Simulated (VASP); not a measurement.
Input of a VASP 6.6.1 run:

The input INCAR:

```
SYSTEM = Sc
  ALGO = Normal
  EDIFF = 1E-6
  ENCUT = 520
  GGA = PE
  ISIF = 2
  ISMEAR = -1
  LASPH = .TRUE.
  LCHARG = .FALSE.
  LREAL = .FALSE.
  LWAVE = .FALSE.
  NBANDS = 12
  NELM = 80
  PREC = Accurate
  SIGMA = 0.1
```

KPOINTS

```
k-points
0
G
  17 17 17
  0 0 0
```

File POSCAR:

```
Sc
1.0
   -1.6342356249      1.6342356249      1.6342356249
    1.6342356249     -1.6342356249      1.6342356249
    1.6342356249      1.6342356249     -1.6342356249
Sc
1
Direct
    0.0000000000      0.0000000000      0.0000000000
```

Potentials or basis: VASP PAW PBE potentials, release 64 (Sc_sv).

Command:

```bash
$ cat potpaw_PBE.64/Sc_sv/POTCAR > POTCAR
$ mpirun -np 1 vasp_std > vasp.out
```

(1) What does it give for the pressure?

Results:

(1) 32.2 GPa.
